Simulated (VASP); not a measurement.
# Te: single point with PBEsol

The system is Te.

```
CELL_PARAMETERS angstrom
3.27219 0.00000 0.00000
0.00000 3.27219 0.00000
0.00000 0.00000 3.27219
ATOMIC_POSITIONS crystal
Te 0.00000 0.00000 0.00000
```

This cell differs from its parent crystal: volume scaled by 1.12.

* Program: VASP 6.6.1
* Task: single point
* Functional: PBEsol
* Potentials or basis: VASP PAW PBE potentials, release 64 (Te)
* Cutoff: 520 eV
* k mesh: 11 × 11 × 11
* Occupations: fermi-dirac, width 0.1 eV
* Spin: no spin polarisation

```yaml
Pressure: -5.0 GPa
Band_gap_on_the_k_mesh: zero (band 3 reaches 7.70 eV, above the bottom of band 4 at 2.77 eV)
```

Levels at points of the mesh, in eV from the Fermi level:
| k point | band 1 | band 2 | band 3 | band 4 | band 5 | band 6 | band 7 | band 8 |
| --- | --- | --- | --- | --- | --- | --- | --- | --- |
| (0.00, 0.00, 0.00) | -13.11 | 1.12 | 1.12 | 1.12 | 6.06 | 6.13 | 6.13 | 16.99 |

It took 4.3 s on 1 thread of Intel(R) Xeon(R) Platinum 8488C (Sapphire Rapids) (shared host), peak memory 0.14 GiB.

Caveat: the PAW data sets were made with another functional, which shifts forces and pressure a little; spin-orbit coupling is left out, which moves the levels of the heavy elements.
